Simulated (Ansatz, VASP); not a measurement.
**C: VASP beside Ansatz**

```
C
1.0
     0.00000    1.78340    1.78340
     1.78340    0.00000    1.78340
     1.78340    1.78340    0.00000
C
2
Direct
  0.50000 0.50000 0.50000
  0.75000 0.75000 0.75000
```

Alike in both runs: task electric field gradients; functional r2SCAN; k mesh 16 × 16 × 16; occupations fermi-dirac, width 0.03 eV; no spin polarisation.

|  | VASP | Ansatz |
| --- | --- | --- |
| version | VASP 6.6.1 | Ansatz 0.2.0 |
| potentials or method | VASP PAW PBE potentials, release 64 (C) | PAW with Ansatz's default frozen-core files, scalar-relativistic |
| plane-wave cutoff (eV) | 520 | 500 |
| valence electrons in the cell | 8 | 8 |

Ansatz gave:

* gap on the k mesh at the Fermi level (eV): 4.35
* pressure (GPa): -2.4

Problem. Which values does VASP return?

Solution. gap on the k mesh at the Fermi level (eV): 4.33; pressure (GPa): -1.4.

VASP's potentials were made for PBE, not for r2SCAN. The functional is the same, so the differences come from potentials, cutoffs and numerics.
